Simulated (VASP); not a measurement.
A run of VASP 6.6.1 is set up as follows.

INCAR

```
ALGO = Normal
EDIFF = 1E-6
ENCUT = 520
GGA = PE
ISIF = 2
ISMEAR = 0
LASPH = T
LCHARG = F
LREAL = Auto
LWAVE = F
NBANDS = 118
NELM = 80
PREC = Accurate
SIGMA = 0.1
```

Contents of KPOINTS:

```
k-points
0
Gamma
  3 3 3
```

Contents of POSCAR:

```
MoW14
1.0
    6.3200000000      0.0000000000      0.0000000000
    0.0000000000      6.3200000000      0.0000000000
    0.0000000000      0.0000000000      6.3200000000
W Mo
14 1
Direct
   -0.0003425633     -0.0001284810     -0.0001248418
    0.4990824367     -0.0003808544     -0.0004060127
   -0.0006474684      0.4994748418     -0.0003775316
   -0.0006386076     -0.0003675633      0.4994020570
    0.4988661392      0.4991675633     -0.0002950949
    0.4987838608     -0.0002479430      0.4990775316
    0.7473405063      0.2513329114      0.2512973101
   -0.0009631329      0.4990743671      0.4990113924
    0.2510327532      0.7476591772      0.2513629747
    0.2509357595      0.2513618671      0.7476049051
    0.7460340190      0.7464545886      0.2523631329
    0.7460139241      0.2522867089      0.7464468354
    0.2520346519      0.7463436709      0.7462925633
    0.7471311709      0.7474893987      0.7475101266
    0.2518667722      0.2522705696      0.2521734177
```

Potentials or basis: VASP PAW PBE potentials, release 64 (W_sv, Mo_sv).

Command:

```console
$ cat potpaw_PBE.64/W_sv/POTCAR potpaw_PBE.64/Mo_sv/POTCAR > POTCAR
$ mpirun -np 1 vasp_std > vasp.out
```

**Question.** Predict the largest force.

**Answer.** 0.022 eV/Å.

**Question.** What does it give for the pressure?

**Answer.** -0.4 GPa.

Stress tensor (GPa, compression positive):
```
-0.38  0.06  0.06
 0.06 -0.38  0.06
 0.06  0.06 -0.38
```
